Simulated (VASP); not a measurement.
The system is Cu.

```
Cu
1.0
     2.55248    0.00000    0.00000
    -1.27624    2.21051    0.00000
     0.00000    0.00000    4.16905
Cu
2
Direct
  0.33333 0.66667 0.75000
  0.66667 0.33333 0.25000
```

```yaml
Program: VASP 6.6.1
Task: relaxation of cell and atoms
Functional: PBE
Potentials_or_basis: VASP PAW PBE potentials, release 64 (Cu)
Cutoff: 600 eV
k_mesh: 8 × 8 × 6
Occupations: gaussian, width 0.05 eV
Spin: no spin polarisation
```

At the start: pressure 3.3 GPa; volume 11.76 Å³/atom.

**Question.** How do energy, volume and symmetry change on relaxing?

**Answer.** Over 5 steps the energy falls by 3.2 meV/atom and the volume is 12.04 Å³/atom (+2.4 %); space group P6_3/mmc (No. 194, to 0.05 Å).

Step by step:
| step | energy change (eV) | largest force (eV/Å) | pressure (GPa) | volume (Å³) |
| --- | --- | --- | --- | --- |
| 1 | 0.0000 | 0.0000 | 3.28 | 23.52 |
| 2 | -0.0049 | 0.0000 | -1.56 | 24.35 |
| 3 | -0.0061 | 0.0000 | -0.14 | 24.09 |
| 4 | -0.0061 | 0.0000 | -0.17 | 24.10 |
| 5 | -0.0064 | 0.0000 | -0.18 | 24.08 |

Final structure:
```xyz
2
Lattice="2.5802 0.0000 0.0000 -1.2901 2.2346 0.0000 0.0000 0.0000 4.1760" Properties=species:S:1:pos:R:3 pbc="T T T"
Cu    0.0000    1.4897    3.1320
Cu    1.2901    0.7449    1.0440
```
